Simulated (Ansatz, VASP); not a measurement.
**MgO2 in VASP and in Ansatz**

```
Mg O
1.0
     4.63251    0.00000    0.00000
     0.00000    4.63251    0.00000
     0.00000    0.00000    4.63251
Mg O
4 8
Direct
  0.00000 0.50000 0.50000
  0.50000 0.50000 0.00000
  0.50000 0.00000 0.50000
  0.00000 0.00000 0.00000
  0.40910 0.09090 0.90910
  0.09090 0.90910 0.40910
  0.90910 0.40910 0.09090
  0.59090 0.59090 0.59090
  0.40910 0.40910 0.40910
  0.09090 0.59090 0.90910
  0.90910 0.09090 0.59090
  0.59090 0.90910 0.09090
```

Alike in both runs: functional r2SCAN; k mesh 6 × 6 × 6; occupations gaussian, width 0.02 eV; no spin polarisation.

Ansatz relaxed the structure, and its values are those at the end. VASP's run is a single point on that final structure, the one shown.

|  | VASP | Ansatz |
| --- | --- | --- |
| version | VASP 6.6.1 | Ansatz 0.2.0 |
| potentials or method | VASP PAW PBE potentials, release 64 (Mg, O), cutoff 520 eV | scalar-relativistic, plane waves, PAW |
| valence electrons in the cell | 56 | 88 |

Ansatz gave:

| Item | Value |
| --- | --- |
| gap on the k mesh at the Fermi level (eV) | 5.21 |
| least direct gap on the mesh (eV) | 5.39 |
| pressure (GPa) | 24.0 |
| rms of the force components (eV/Å) | 0.001 |

**Question.** What did VASP give for the same quantities?

**Answer.** gap on the k mesh at the Fermi level (eV): 5.17; least direct gap on the mesh (eV): 5.35; pressure (GPa): 24.0; rms of the force components (eV/Å): 0.143.

VASP's potentials were made for PBE, not for r2SCAN. One of these differences is far larger than is usual between the two programs; its cause wasn't traced. VASP's potentials hold 56 valence electrons a cell and Ansatz's 88, so a difference there can come from the potentials and not from the codes. Ansatz's warnings: stress scf threshold loose.
